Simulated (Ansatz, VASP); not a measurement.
**Two plane-wave programs on As**

INCAR

```
SYSTEM = As
ALGO = Normal
EDIFF = 1E-7
ENCUT = 520
GGA = CA
ISIF = 2
ISMEAR = -1
LASPH = .True.
LCHARG = .False.
LREAL = .False.
LWAVE = .False.
NBANDS = 12
NELM = 100
PREC = Accurate
SIGMA = 0.1
```

File KPOINTS:

```
k-points
0
Gamma
  14 14 8
  0 0 0
```

The input POSCAR:

```
As
1.0
    3.1300991161      0.0000000000      0.0000000000
   -1.5650495580      2.7107453509      0.0000000000
    0.0000000000      0.0000000000      4.7740757963
As
2
Direct
    0.3333333333      0.6666666667      0.2500000000
    0.6666666667      0.3333333333      0.7500000000
```

Input for Ansatz:

```yaml
crystal:
  lattice:
    - [3.1300991161, 0.0, 0.0]
    - [-1.565049558, 2.7107453509, 0.0]
    - [0.0, 0.0, 4.7740757963]
  atoms:
    - { symbol: As, position: [0.3333333333, 0.6666666667, 0.25] }
    - { symbol: As, position: [0.6666666667, 0.3333333333, 0.75] }
hamiltonian:
  xc: lda
  pseudopotentials:
    kind: paw
    azcp:
      As: "pseudopotentials/As.paw.azcp"
basis:
  ecutwfc: 420
  fft_grid_basis: typed
kpoints:
  mp_grid: { grid: [14, 14, 8], shift: [0, 0, 0] }
magnetization:
  spin_polarized: false
scf:
  occupations: { method: fermi_dirac, width: 0.1 }
  lower_state_search: "off"
output:
  stress: true
```

Alike in both runs: task single point; functional LDA; k mesh 14 × 14 × 8; occupations fermi-dirac, width 0.1 eV; no spin polarisation.

```csv
,VASP,Ansatz
version,VASP 6.6.1,Ansatz 0.2.0
potentials or method,"VASP PAW LDA potentials, release 64 (As), cutoff 520 eV","plane waves (420 eV) with PAW, scalar-relativistic"
valence electrons in the cell,10,30
```

```tsv
	VASP	Ansatz	Ansatz less VASP
pressure (GPa)	-8.0	-8.2	-0.13
traceless stress, the component that is largest in VASP (GPa)	-0.10	-0.10	-0.001
```

Ansatz warns that its potentials were made for another functional, while VASP's fit it. LDA's correlation is that of Perdew and Zunger in VASP and of Perdew and Wang (1992) in Ansatz. VASP's potentials hold 10 valence electrons a cell and Ansatz's 30, so a difference there can come from the potentials and not from the codes.
